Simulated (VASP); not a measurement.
Input of a VASP 6.6.1 run:

File INCAR:

```
  PREC = Accurate
  ENCUT = 600
  EDIFF = 1E-7
  ISMEAR = 0
  SIGMA = 0.1
  LREAL = F
  LASPH = T
  NELM = 80
  ALGO = Normal
  ISIF = 3
  LWAVE = F
  LCHARG = F
  GGA = PE
  IBRION = 2
  NSW = 100
  EDIFFG = -0.01
```

Contents of KPOINTS:

```
regular mesh
0
Gamma
  6 6 6
```

The input POSCAR:

```
Si3As
1.0
    3.6573530316      2.1115737573      2.9167099305
   -3.6573530316      2.1115737573      2.9167099305
    0.0000000000     -4.2231475147      2.9167099305
Si As
6 2
Direct
    0.7528445915      0.2890093638      0.7528445915
    0.7528445915      0.7528445915      0.2890093638
    0.2890093638      0.7528445915      0.7528445915
    0.2471554085      0.7109906362      0.2471554085
    0.7109906362      0.2471554085      0.2471554085
    0.2471554085      0.2471554085      0.7109906362
    0.2182572165      0.2182572165      0.2182572165
    0.7817427835      0.7817427835      0.7817427835
```

Potentials or basis: VASP PAW PBE potentials, release 64 (Si, As).

Command:

```bash
$ cat potpaw_PBE.64/Si/POTCAR potpaw_PBE.64/As/POTCAR > POTCAR
$ mpirun -np 1 vasp_std > vasp.out
```

Estimate the band gap on the k mesh.

zero (bands 17 and 18 overlap by 1.99 eV).

Estimate the relaxed cell.

a = 5.152 Å, b = 5.152 Å, c = 5.152 Å, α = 90.13°, β = 90.13°, γ = 90.13°.

What does it give for the space group after relaxing (to 0.1 Å)?

R-3m (No. 166).

Estimate the relaxed volume.

17.10 Å³/atom.

Forces in eV/Å, atoms in the order of the input:
```
Si   0.000  0.000 -0.005
Si   0.000  0.000 -0.005
Si   0.000  0.000 -0.005
Si   0.000  0.000  0.005
Si   0.000  0.000  0.005
Si   0.000  0.000  0.005
As   0.000  0.000  0.010
As   0.000  0.000 -0.010
```
